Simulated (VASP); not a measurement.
# TePb (Fm-3m) in VASP: notebook, part 2 of 2

VASP 6.6.1.

## 4. Dielectric tensor, PBE

This run uses another cell than the first one, of 33.73 Å³/atom.

The input, INCAR:

```
SYSTEM = TePb
ALGO = Normal ; EDIFF = 1E-8
ENCUT = 520 ; GGA = PE
ISIF = 2 ; ISMEAR = 0
LASPH = .TRUE. ; LCHARG = .FALSE.
LEPSILON = .TRUE. ; LREAL = .FALSE.
LWAVE = .FALSE. ; NELM = 100
PREC = Accurate ; SIGMA = 0.01
```

The input, KPOINTS:

```
k-points
0
G
  7 7 7
  0 0 0
```

The input, POSCAR:

```
TePb
1.0
    0.0000000000      3.2310000000      3.2310000000
    3.2310000000      0.0000000000      3.2310000000
    3.2310000000      3.2310000000      0.0000000000
Pb Te
1 1
Direct
    0.0000000000      0.0000000000      0.0000000000
    0.5000000000      0.5000000000      0.5000000000
```

Potentials or basis: VASP PAW PBE potentials, release 64 (Pb_d, Te).

Started as:

```console
cat potpaw_PBE.64/Pb_d/POTCAR potpaw_PBE.64/Te/POTCAR > POTCAR
mpirun -np 1 vasp_std > vasp.out
```

OUTCAR:

```text
SYSTEM = TePb
   EDIFF = 1E-8
   ENCUT = 520
   GGA = PE
   ISIF = 2
   ISMEAR = 0
   LASPH = .TRUE.
   LEPSILON = .TRUE.
   LREAL = .FALSE.
   NELM = 100
   PREC = Accurate

 ion  position               nearest neighbor table
   1  0.000  0.000  0.000-   2 3.23   2 3.23   2 3.23   2 3.23   2 3.23   2 3.23
   2  0.500  0.500  0.500-   1 3.23   1 3.23   1 3.23   1 3.23   1 3.23   1 3.23

  LATTYP: Found a face centered cubic cell.
 ALAT       =     6.4620000000

  Lattice vectors:

 A1 = (   0.0000000000,   3.2310000000,   3.2310000000)
 A2 = (   3.2310000000,   0.0000000000,   3.2310000000)
 A3 = (   3.2310000000,   3.2310000000,   0.0000000000)

Analysis of symmetry for initial positions (statically):
=====================================================================
 Subroutine PRICEL returns:
 Original cell was already a primitive cell.

 Routine SETGRP: Setting up the symmetry group for a
 face centered cubic supercell.

 Subroutine GETGRP returns: Found 48 space group operations
 (whereof 48 operations were pure point group operations)
 out of a pool of 48 trial point group operations.

The static configuration has the point symmetry O_h .

Analysis of symmetry for dynamics (positions and initial velocities):
=====================================================================
 Subroutine PRICEL returns:
 Original cell was already a primitive cell.

 Routine SETGRP: Setting up the symmetry group for a
 face centered cubic supercell.

 Subroutine GETGRP returns: Found 48 space group operations
 (whereof 48 operations were pure point group operations)
 out of a pool of 48 trial point group operations.
[... 512 lines left out ...]
  free  energy   TOTEN  =        -7.5025901522 eV

  energy  without entropy=       -7.5025901522  energy(sigma->0) =       -7.50259015

 HEAD OF MICROSCOPIC STATIC DIELECTRIC TENSOR (INDEPENDENT PARTICLE, excluding Hartree and local field effects)
 ------------------------------------------------------
          28.235252    -0.000000     0.000000
           0.000000    28.235252    -0.000000
          -0.000000     0.000000    28.235252
 ------------------------------------------------------

 Free energy of the ion-electron system (eV)
  ---------------------------------------------------
  ---------------------------------------------------
  free energy    TOTEN  =        -5.32283465 eV

  energy without entropy =       -5.32283465

------------------------ aborting loop because EDIFF is reached ----------------------------------------

--------------------------------------- Ionic step        2  -------------------------------------------

------------------------ aborting loop because EDIFF is reached ----------------------------------------

--------------------------------------- Ionic step        3  -------------------------------------------

 Free energy of the ion-electron system (eV)
  ---------------------------------------------------
  ---------------------------------------------------
  free energy    TOTEN  =        -5.32283987 eV

  energy without entropy =       -5.32283987

------------------------ aborting loop because EDIFF is reached ----------------------------------------

 PIEZOELECTRIC TENSOR FIELD DIRECTION 3  (e Angst)
 -----------------------------------------------------------------------------
     0.01120  0.00000  0.00000           (  0.00002  0.00000  0.00000)
     0.00000  0.01120  0.00000           (  0.00000  0.00002  0.00000)
     0.00000  0.00000 -0.00037           (  0.00000  0.00000 -0.00002)

 PIEZOELECTRIC TENSOR FIELD DIRECTION 3  (C/m^2)
 -----------------------------------------------------------------------------
     0.00266  0.00000  0.00000
     0.00000  0.00266  0.00000
     0.00000  0.00000 -0.00009

 MACROSCOPIC STATIC DIELECTRIC TENSOR (including local field effects in DFT)
 ------------------------------------------------------
          27.596101     0.000000    -0.000000
           0.000000    27.596101    -0.000000
           0.000000     0.000000    27.596101
 ------------------------------------------------------

 PIEZOELECTRIC TENSOR (including local field effects)  for field in x, y, z        (e  Angst)
          XX          YY          ZZ          XY          YZ          ZX
  --------------------------------------------------------------------------------
  x     0.00000     0.00000     0.00000     0.00000     0.00000     0.00000
  y     0.00000     0.00000     0.00000     0.00000     0.00000     0.00000
  z     0.00000     0.00000     0.00000     0.00000     0.00000     0.00000

 PIEZOELECTRIC TENSOR (including local field effects)  for field in x, y, z        (C/m^2)
          XX          YY          ZZ          XY          YZ          ZX
  --------------------------------------------------------------------------------
  x     0.00000     0.00000     0.00000     0.00000     0.00000     0.00000
  y     0.00000     0.00000     0.00000     0.00000     0.00000     0.00000
  z     0.00000     0.00000     0.00000     0.00000     0.00000     0.00000

 BORN EFFECTIVE CHARGES (including local field effects) (in |e|, cummulative output)
 ---------------------------------------------------------------------------------
 ion    1
    1     5.60001     0.00000     0.00000
    2     0.00000     5.60001     0.00000
    3     0.00000     0.00000     5.60001
 ion    2
    1    -5.60001     0.00000     0.00000
    2     0.00000    -5.60001     0.00000
    3     0.00000     0.00000    -5.60001
```

OSZICAR:

```text
[... 13 lines left out ...]
RMM:  11    -0.532285585736E+01    0.29473E-04    0.23056E-07  2011   0.301E-03    0.989E-04
RMM:  12    -0.532285261063E+01    0.32467E-05    0.28120E-07  1887   0.121E-03    0.148E-03
RMM:  13    -0.532284118615E+01    0.11424E-04   -0.30990E-07  1918   0.774E-04    0.598E-04
RMM:  14    -0.532283673106E+01    0.44551E-05   -0.15876E-07  1832   0.302E-04    0.552E-04
RMM:  15    -0.532283795093E+01   -0.12199E-05   -0.18917E-06   900   0.119E-04    0.373E-04
RMM:  16    -0.532283854819E+01   -0.59726E-06    0.22969E-08  1271   0.115E-04    0.918E-05
RMM:  17    -0.532283962897E+01   -0.10808E-05    0.69645E-09   470   0.544E-05    0.439E-05
RMM:  18    -0.532283981933E+01   -0.19036E-06   -0.19227E-08   222   0.464E-05    0.153E-05
RMM:  19    -0.532283987194E+01   -0.52604E-07   -0.11811E-08   151   0.458E-05    0.189E-06
```

stdout:

```text
POSCAR found type information on POSCAR PbTe
 POSCAR found :  2 types and       2 ions
 scaLAPACK will be used
 LDA part: xc-table for (Slater+PW92), standard interpolation
 POSCAR, INCAR and KPOINTS ok, starting setup
 FFT: planning ... GRIDC
 FFT: planning ... GRID_SOFT
 FFT: planning ... GRID
 WAVECAR not read
 entering main loop
 Linear response reoptimize wavefunctions to high precision
 Linear response G [H, r] |phi>, progress :
  Direction:   1
 Linear response G [H, r] |phi>, progress :
  Direction:   2
 Linear response G [H, r] |phi>, progress :
  Direction:   3
 Linear response to external field (no local field effect), progress :
  Direction:   1
 dielectric tensor                  component  1 :    26.888    12.229     3.716
 Linear response to external field (no local field effect), progress :
  Direction:   2
 dielectric tensor                  component  2 :    12.229    43.895    -7.575
 Linear response to external field (no local field effect), progress :
  Direction:   3
 dielectric tensor                  component  3 :     3.716    -7.575    13.922
 Linear response to external field, progress :
  Direction:   1
 dielectric tensor                  component  1 :    27.596     7.251     2.322
 Linear response to external field, progress :
  Direction:   2
 dielectric tensor                  component  2 :     5.785    27.596    -3.074
 Linear response to external field, progress :
  Direction:   3
 dielectric tensor                  component  3 :     0.810     1.900    27.596
 Born effective charges drift removed
```

Run time: 11 min. Hardware: 1 thread of Intel Xeon 8259CL, shared host; peak memory 0.3 GiB.

Caveat: this odd mesh misses L, so gap, dielectric constants and Born charges aren't listed.
